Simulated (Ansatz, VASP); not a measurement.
One calculation of Nb2SiB2, two programs

```
CELL_PARAMETERS angstrom
4.27649 0.00000 0.00000
-2.13824 3.70355 0.00000
0.00000 0.00000 4.59388
ATOMIC_POSITIONS crystal
Nb 0.33333 0.66667 0.50000
Nb 0.66667 0.33333 0.50000
Si 0.00000 0.00000 0.00000
B 0.33333 0.66667 0.00000
B 0.66667 0.33333 0.00000
```

Alike in both runs: functional PBE; k mesh 6 × 6 × 4; occupations gaussian, width 0.1 eV; no spin polarisation.

Ansatz relaxed the structure, and its values are those at the end. VASP's run is a single point on that final structure, the one shown.

|  | VASP | Ansatz |
| --- | --- | --- |
| version | VASP 6.6.1 | Ansatz 0.2.0 |
| potentials or method | VASP PAW PBE potentials, release 64 (Nb_sv, Si, B), cutoff 520 eV | scalar-relativistic, plane waves, PAW |
| valence electrons in the cell | 36 | 36 |

```tsv
	VASP	Ansatz	Ansatz less VASP
gap on the k mesh at the Fermi level (eV)	none	none	-
pressure (GPa)	-0.1	0.0	+0.08
```

A gap of «none» marks a metal or a gap that the smearing closes.
